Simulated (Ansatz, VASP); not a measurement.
## LuH2: VASP beside Ansatz

The input INCAR:

```
PREC = Accurate
ENCUT = 600
EDIFF = 1E-6
ISMEAR = -1
SIGMA = 0.1
LREAL = False
LASPH = True
NELM = 100
ALGO = Normal
ISIF = 3
LWAVE = False
LCHARG = False
GGA = PS
IBRION = 2
NSW = 100
EDIFFG = -0.002
```

Contents of KPOINTS:

```
regular mesh
0
Gamma
  14 14 14
```

POSCAR

```
LuH2
1.0
    0.0000000000      2.5165000000      2.5165000000
    2.5165000000      0.0000000000      2.5165000000
    2.5165000000      2.5165000000      0.0000000000
Lu H
1 2
Direct
    0.0000000000      0.0000000000      0.0000000000
    0.2500000000      0.2500000000      0.2500000000
    0.7500000000      0.7500000000      0.7500000000
```

Input for Ansatz:

```yaml
crystal:
  lattice:
    - [0.0, 2.5165, 2.5165]
    - [2.5165, 0.0, 2.5165]
    - [2.5165, 2.5165, 0.0]
  atoms:
    - { symbol: Lu, position: [0.0, 0.0, 0.0] }
    - { symbol: H, position: [0.25, 0.25, 0.25] }
    - { symbol: H, position: [0.75, 0.75, 0.75] }
kpoints:
  mp_grid: { grid: [14, 14, 14] }
scf:
  occupations: { method: fermi_dirac, width: 0.1 }
hamiltonian:
  xc: pbesol
  pseudopotentials: { kind: paw }
relax:
  f_tol: 0.002
  max_steps: 80
  cell: {}
output:
  forces: true
  stress: true
```

Alike in both runs: task relaxation of cell and atoms; functional PBEsol; k mesh 14 × 14 × 14; occupations fermi-dirac, width 0.1 eV; no spin polarisation.

|  | VASP | Ansatz |
| --- | --- | --- |
| version | VASP 6.6.1 | Ansatz 0.2.0 |
| potentials or method | VASP PAW PBE potentials, release 64 (Lu, H) | PAW with Ansatz's default frozen-core files, scalar-relativistic |
| plane-wave cutoff (eV) | 600 | 420 |
| valence electrons in the cell | 27 | 27 |

|  | VASP | Ansatz | Ansatz less VASP |
| --- | --- | --- | --- |
| relaxed volume (Å³/atom) | 10.21 | 10.16 | -0.043 |
| relaxed cell length with the largest relative difference (Å) | 3.512 | 3.507 | -0.0049 |

VASP's potentials were made for PBE, not for PBEsol.

Spin-orbit coupling is off throughout.
